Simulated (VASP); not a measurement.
# LiSi16 (a cell with a defect) in VASP: relaxation of the atoms with PBEsol

Aim: the relaxation of the atoms of LiSi16 (a cell with a defect) with PBEsol.

Program: VASP 6.6.1. These are calculated values, not measurements. Logs are shortened: lines on timing, memory, paths and dates and some standing lists are left out, and cuts for length are marked.

### Step 1. The cell of the first run

The cell holds a defect, 17 atoms: a = 7.679 Å, b = 7.679 Å, c = 7.679 Å, α = 60.00°, β = 60.00°, γ = 60.00°.

### Step 2. Relaxation of the atoms, PBEsol

File INCAR:

```
  PREC = Accurate
  ENCUT = 520
  EDIFF = 1E-6
  ISMEAR = 0
  SIGMA = 0.05
  LREAL = Auto
  LASPH = True
  NELM = 60
  ALGO = Normal
  ISIF = 2
  LWAVE = False
  LCHARG = False
  GGA = PS
  IBRION = 2
  NSW = 80
  EDIFFG = -0.03
  NELECT = 66.0
```

File KPOINTS:

```
regular mesh
0
Gamma
  2 2 2
```

File POSCAR:

```
LiSi16
1.0
    0.0000000000      5.4300000000      5.4300000000
    5.4300000000      0.0000000000      5.4300000000
    5.4300000000      5.4300000000      0.0000000000
Si Li
16 1
Direct
    0.0000000000      0.0000000000      0.0000000000
    0.1250000000      0.1250000000      0.1250000000
    0.0000000000      0.0000000000      0.5000000000
    0.1250000000      0.1250000000      0.6250000000
    0.0000000000      0.5000000000      0.0000000000
    0.1250000000      0.6250000000      0.1250000000
    0.0000000000      0.5000000000      0.5000000000
    0.1250000000      0.6250000000      0.6250000000
    0.5000000000      0.0000000000      0.0000000000
    0.6250000000      0.1250000000      0.1250000000
    0.5000000000      0.0000000000      0.5000000000
    0.6250000000      0.1250000000      0.6250000000
    0.5000000000      0.5000000000      0.0000000000
    0.6250000000      0.6250000000      0.1250000000
    0.5000000000      0.5000000000      0.5000000000
    0.6250000000      0.6250000000      0.6250000000
    0.2418244000      0.2481567000      0.2478637000
```

Potentials or basis: VASP PAW PBE potentials, release 64 (Si, Li_sv).

Started as:

```
> cat potpaw_PBE.64/Si/POTCAR potpaw_PBE.64/Li_sv/POTCAR > POTCAR
> mpirun -np 1 vasp_std > vasp.out
```

OUTCAR:

```text
PREC = Accurate
   ENCUT = 520
   EDIFF = 1E-6
   ISMEAR = 0
   LREAL = Auto
   LASPH = True
   NELM = 60
   ISIF = 2
   GGA = PS
   IBRION = 2
   NSW = 80
   EDIFFG = -0.03
   NELECT = 66.0

 ion  position               nearest neighbor table
   1  0.000  0.000  0.000-   2 2.35   4 2.35   6 2.35  10 2.35
   2  0.125  0.125  0.125-  17 2.28   3 2.35   5 2.35   9 2.35   1 2.35
   3  0.000  0.000  0.500-   2 2.35   4 2.35   8 2.35  12 2.35  17 2.66
   4  0.125  0.125  0.625-   1 2.35   3 2.35   7 2.35  11 2.35  17 2.37
   5  0.000  0.500  0.000-   2 2.35   6 2.35   8 2.35  14 2.35  17 2.66
   6  0.125  0.625  0.125-   1 2.35   5 2.35   7 2.35  13 2.35  17 2.36
   7  0.000  0.500  0.500-   4 2.35   6 2.35   8 2.35  16 2.35  17 2.74
   8  0.125  0.625  0.625-   3 2.35   5 2.35   7 2.35  15 2.35
   9  0.500  0.000  0.000-   2 2.35  10 2.35  12 2.35  14 2.35  17 2.69
  10  0.625  0.125  0.125-   1 2.35   9 2.35  11 2.35  13 2.35  17 2.40
  11  0.500  0.000  0.500-   4 2.35  10 2.35  12 2.35  16 2.35  17 2.77
  12  0.625  0.125  0.625-   3 2.35   9 2.35  11 2.35  15 2.35
  13  0.500  0.500  0.000-   6 2.35  10 2.35  14 2.35  16 2.35  17 2.77
  14  0.625  0.625  0.125-   5 2.35   9 2.35  13 2.35  15 2.35
  15  0.500  0.500  0.500-   8 2.35  12 2.35  14 2.35  16 2.35
  16  0.625  0.625  0.625-   7 2.35  11 2.35  13 2.35  15 2.35
  17  0.242  0.248  0.248-   2 2.28   6 2.36   4 2.37  10 2.40   5 2.66   3 2.66   9 2.69   7 2.74
                            13 2.77  11 2.77

  LATTYP: Found a face centered cubic cell.
 ALAT       =    10.8600000000

  Lattice vectors:

 A1 = (   0.0000000000,   5.4300000000,   5.4300000000)
 A2 = (   5.4300000000,   0.0000000000,   5.4300000000)
 A3 = (   5.4300000000,   5.4300000000,   0.0000000000)

Analysis of symmetry for initial positions (statically):
=====================================================================
 Subroutine PRICEL returns:
 Original cell was already a primitive cell.

 Routine SETGRP: Setting up the symmetry group for a
 face centered cubic supercell.

 Subroutine GETGRP returns: Found  1 space group operations
 (whereof  1 operations were pure point group operations)
 out of a pool of 48 trial point group operations.

The static configuration has the point symmetry C_1 .

Analysis of symmetry for dynamics (positions and initial velocities):
=====================================================================
 Subroutine PRICEL returns:
 Original cell was already a primitive cell.

 Routine SETGRP: Setting up the symmetry group for a
 face centered cubic supercell.

 Subroutine GETGRP returns: Found  1 space group operations
 (whereof  1 operations were pure point group operations)
 out of a pool of 48 trial point group operations.

The dynamic configuration has the point symmetry C_1 .

 Subroutine INISYM returns: Found  1 space group operations
 (whereof  1 operations are pure point group operations),
 and found     1 'primitive' translations

----------------------------------------------------------------------------------------

                                     Primitive cell

  volume of cell :     320.2060

  direct lattice vectors                    reciprocal lattice vectors
     0.000000000  5.430000000  5.430000000    -0.092081031  0.092081031  0.092081031
     5.430000000  0.000000000  5.430000000     0.092081031 -0.092081031  0.092081031
     5.430000000  5.430000000  0.000000000     0.092081031  0.092081031 -0.092081031

  length of vectors
     7.679179644  7.679179644  7.679179644     0.159489025  0.159489025  0.159489025

  position of ions in fractional coordinates (direct lattice)
     0.000000000  0.000000000  0.000000000
     0.125000000  0.125000000  0.125000000
     0.000000000  0.000000000  0.500000000
     0.125000000  0.125000000  0.625000000
     0.000000000  0.500000000  0.000000000
     0.125000000  0.625000000  0.125000000
[... 9 lines left out ...]
     0.625000000  0.625000000  0.625000000
     0.241824400  0.248156700  0.247863700

  ion indices of the primitive-cell ions
   primitive index   ion index
                 1           1
                 2           2
                 3           3
                 4           4
                 5           5
                 6           6
[... 9 lines left out ...]
                16          16
                17          17

----------------------------------------------------------------------------------------

 KPOINTS: regular mesh

Automatic generation of k-mesh.
 Grid dimensions read from file:
 generate k-points for:    2    2    2

 Generating k-lattice:

  Cartesian coordinates                     Fractional coordinates (reciprocal lattice)
    -0.046040516  0.046040516  0.046040516     0.500000000  0.000000000  0.000000000
     0.046040516 -0.046040516  0.046040516     0.000000000  0.500000000  0.000000000
     0.046040516  0.046040516 -0.046040516     0.000000000  0.000000000  0.500000000

  Length of vectors
     0.079744512  0.079744512  0.079744512

  Shift w.r.t. Gamma in fractional coordinates (k-lattice)
     0.000000000  0.000000000  0.000000000

 Subroutine IBZKPT returns following result:
 ===========================================

 Found      8 irreducible k-points:

 Following reciprocal coordinates:
            Coordinates               Weight
  0.000000  0.000000  0.000000      1.000000
  0.500000  0.000000  0.000000      1.000000
  0.000000  0.500000  0.000000      1.000000
  0.000000  0.000000  0.500000      1.000000
  0.500000  0.500000  0.500000      1.000000
  0.500000  0.500000  0.000000      1.000000
  0.000000  0.500000  0.500000      1.000000
  0.500000  0.000000  0.500000      1.000000
   k-points           NKPTS =      8   k-points in BZ     NKDIM =      8   number of bands    NBANDS=     42
   number of dos      NEDOS =    301   number of ions     NIONS =     17
   total plane-waves  NPLWV = 216000
   dimension x,y,z NGX =    60 NGY =   60 NGZ =   60
   dimension x,y,z NGXF=   120 NGYF=  120 NGZF=  120
   ions per type =              16   1
   NGX,Y,Z   is equivalent  to a cutoff of  12.99, 12.99, 12.99 a.u.
   NGXF,Y,Z  is equivalent  to a cutoff of  25.98, 25.98, 25.98 a.u.
 SYSTEM =  unknown system
   PREC   = accura    normal or accurate (medium, high low for compatibility)
   ISTART =      0    job   : 0-new  1-cont  2-samecut
   ICHARG =      2    charge: 1-file 2-atom 10-const
   ISPIN  =      1    spin polarized calculation?
   LNONCOLLINEAR =      F non collinear calculations
   LSORBIT =      F    spin-orbit coupling
   LASPH  =      T    aspherical Exc in radial PAW
   ENCUT  =  520.0 eV  38.22 Ry    6.18 a.u.  14.28 14.28 14.28*2*pi/ulx,y,z
   NELM   =     60;   NELMIN=  2; NELMDL= -5     # of ELM steps
   EDIFF  = 0.1E-05   stopping-criterion for ELM
   LREAL  =      T    real-space projection
   EDIFFG = -.3E-01   stopping-criterion for IOM
   NSW    =     80    number of steps for IOM
   IBRION =      2    ionic relax: 0-MD 1-quasi-New 2-CG
   NFREE  =      1    steps in history (QN), initial steepest desc. (CG)
   ISIF   =      2    stress and relaxation
   ISYM   =      2    0-nonsym 1-usesym 2-fastsym
   POTIM  = 0.5000    time-step for ionic-motion
   TEBEG  =    0.0;   TEEND  =   0.0 temperature during run
   PSTRESS=    0.0 pullay stress
   NELECT =      66.0000    total number of electrons
   NUPDOWN=      -1.0000    fix difference up-down
   EMIN   =  10.00;   EMAX   =-10.00  energy-range for DOS
   EFERMI =   0.00;   METHOD = LEGACY
   ISMEAR =     0;   SIGMA  =   0.05  broadening in eV -4-tet -1-fermi 0-gaus
   EFERMI_NEDOS =   21; number of points for ismear=-14 and -15
   IALGO  =     38    algorithm
   IMIX   =      4    mixing-type and parameters
     AMIX     =   0.40;   BMIX     =  1.00
     AMIX_MAG =   1.60;   BMIX_MAG =  1.00
  volume/ion in A,a.u.               =      18.84       127.11
  Fermi-wavevector in a.u.,A,eV,Ry     =   0.967044  1.827449 12.723821  0.935174
  Thomas-Fermi vector in A             =   2.096897
   LORBIT       =      0    0 simple, 1 ext, 2 COOP (PROOUT), +10 PAW based schemes
   GGA     = PS    functional components
   LHFCALC =     F    Hartree Fock is set to
   AEXX    =    0.0000 exact exchange contribution
   IVDW    =     0    specifies the selected vdW correction
   LEPSILON=     F    determine dielectric tensor
   LRPA    =     F    only Hartree local field effects (RPA)
 conjugate gradient relaxation of ions
 non-spin polarized calculation
 Gauss-broadening in eV      SIGMA  =   0.05
  energy-cutoff  :      520.00
  volume of cell :      320.21
 maximum number of plane-waves:      8646
 NGX is ok and might be reduce to    60
   NGX = 29   NGY = 29   NGZ = 29

--------------------------------------- Ionic step        1  -------------------------------------------

 number of electron      66.0000004 magnetization

 Free energy of the ion-electron system (eV)
  ---------------------------------------------------
  ext. energy  EPLUGINS =         0.00000000
  ---------------------------------------------------
  free energy    TOTEN  =       -98.63447484 eV

  energy without entropy =      -98.63447484  energy(sigma->0) =      -98.63447484

------------------------ aborting loop because EDIFF is reached ----------------------------------------

  FORCE on cell =-STRESS in cart. coord.  units (eV):
  Direction    XX          YY          ZZ          XY          YZ          ZX
  --------------------------------------------------------------------------------------
  -------------------------------------------------------------------------------------
  Total       -4.3961405     -4.3830634     -4.3839484      0.3358772      0.1568816      0.3453251
  in kB      -21.9964534    -21.9310209    -21.9354494      1.6805896      0.7849699      1.7278628
  external PRESSURE =     -21.9543079 kB  Pullay stress =       0.0000000 kB
[... 342 lines left out ...]
  energy  without entropy=      -98.7587482594  energy(sigma->0) =      -98.75874826

--------------------------------------- Ionic step        8  -------------------------------------------

 number of electron      65.9999999 magnetization

 Free energy of the ion-electron system (eV)
  ---------------------------------------------------
  ext. energy  EPLUGINS =         0.00000000
  ---------------------------------------------------
  free energy    TOTEN  =       -98.75955479 eV

  energy without entropy =      -98.75955479  energy(sigma->0) =      -98.75955479

 E-fermi :   6.2646     XC(G=0):  -9.5854

 val. band max:        6.0076089697   @ k =   0.0000   0.0000   0.0000
 cond. band min:       6.5225507907   @ k =   0.0000   0.0000   0.0000
 fundamental gap:      0.5149418210
 Fermi energy:         6.2646011742

 k-point     1 :       0.0000    0.0000    0.0000
  band No.  band energies     occupation
      1     -39.7493      2.00000
      2      -5.9907      2.00000
      3      -3.7219      2.00000
      4      -3.6609      2.00000
      5      -3.6607      2.00000
      6      -3.6606      2.00000
[... 393 lines left out ...]
  FREE ENERGIE OF THE ION-ELECTRON SYSTEM (eV)
  ---------------------------------------------------
  free  energy   TOTEN  =       -98.7595547890 eV

  energy  without entropy=      -98.7595547890  energy(sigma->0) =      -98.75955479

 reached required accuracy - stopping structural energy minimisation
```

It took 8.3 min on 1 thread of AMD EPYC 9R45 (Zen 5), shared host; peak memory 0.51 GiB.

What came out:

* Free energy: -98.7596 eV
* Energy gained by relaxing: 7.4 meV/atom
* Ionic steps: 8
* Largest force after relaxing: 0.023 eV/Å

Forces in eV/Å, atoms in the order of the input:
```
Si   0.001  0.003  0.004
Si   0.015  0.011  0.011
Si  -0.002 -0.001  0.008
Si   0.006  0.002 -0.013
Si  -0.002  0.008 -0.001
Si   0.005 -0.012  0.002
Si  -0.011  0.001  0.001
Si   0.003 -0.009 -0.009
Si   0.007 -0.003 -0.003
Si  -0.017  0.011  0.011
Si   0.002 -0.013 -0.001
Si  -0.006  0.001 -0.007
Si   0.002 -0.001 -0.013
Si  -0.007 -0.007  0.002
Si   0.000  0.000  0.000
Si   0.002  0.001  0.001
Li   0.000  0.009  0.008
```

The path:
| step | energy change (eV) | largest force (eV/Å) | pressure (GPa) |
| --- | --- | --- | --- |
| 1 | 0.0000 | 1.2180 | -2.20 |
| 2 | -0.1174 | 0.1983 | -2.27 |
| 3 | -0.1176 | 0.1920 | -2.27 |
| 4 | -0.1217 | 0.1645 | -2.26 |
| 5 | -0.1220 | 0.1551 | -2.26 |
| 6 | -0.1240 | 0.0868 | -2.26 |
| 7 | -0.1243 | 0.0565 | -2.26 |
| 8 | -0.1251 | 0.0227 | -2.27 |

Final structure:
```
Si Li
1.0
     0.00000    5.43000    5.43000
     5.43000    0.00000    5.43000
     5.43000    5.43000    0.00000
Si Li
16 1
Direct
  0.99845 0.99962 0.99957
  0.12174 0.12198 0.12197
  0.99786 0.99788 0.50148
  0.12252 0.12271 0.63149
  0.99785 0.50149 0.99787
  0.12250 0.63155 0.12268
  0.99800 0.50198 0.50195
  0.12763 0.62408 0.62408
  0.50113 0.99797 0.99797
  0.63033 0.12305 0.12304
  0.50166 0.99807 0.50214
  0.62407 0.12750 0.62417
  0.50165 0.50216 0.99807
  0.62407 0.62417 0.12751
  0.50011 0.50001 0.50001
  0.62419 0.62425 0.62425
  0.24807 0.24970 0.24961
```

Levels at points of the mesh, in eV from the Fermi level:
```csv
k point,band 30,band 31,band 32,band 33,band 34,band 35,band 36,band 37
"(0.00, 0.00, 0.00)",-1.39,-0.26,-0.26,-0.26,0.26,0.26,0.26,0.33
"(0.50, 0.00, 0.00)",-1.08,-1.08,-0.99,-0.99,0.85,1.03,1.03,1.22
"(0.00, 0.50, 0.00)",-1.08,-1.08,-0.99,-0.99,0.84,1.03,1.03,1.22
"(0.00, 0.00, 0.50)",-1.08,-1.08,-0.99,-0.99,0.84,1.03,1.03,1.22
"(0.50, 0.50, 0.50)",-1.08,-1.08,-0.99,-0.99,0.84,1.04,1.04,1.22
"(0.50, 0.50, 0.00)",-1.63,-1.63,-1.58,-1.54,0.71,0.78,1.85,1.96
"(0.00, 0.50, 0.50)",-1.63,-1.63,-1.58,-1.54,0.71,0.78,1.85,1.96
"(0.50, 0.00, 0.50)",-1.63,-1.63,-1.58,-1.54,0.71,0.78,1.85,1.96
```

Caveat: the k points lie up to 0.50 Å⁻¹ apart; the cell carries a net charge on a neutralising background, which shifts energy and pressure; the cell is charged against a uniform background, so pressure and absolute levels hang on convention; the cutoff is under 1.25 times the usual one of these potentials, so pressure, stress and relaxed cells hold a basis-set (Pulay) error; the PAW data sets were made with another functional, which shifts forces and pressure a little.
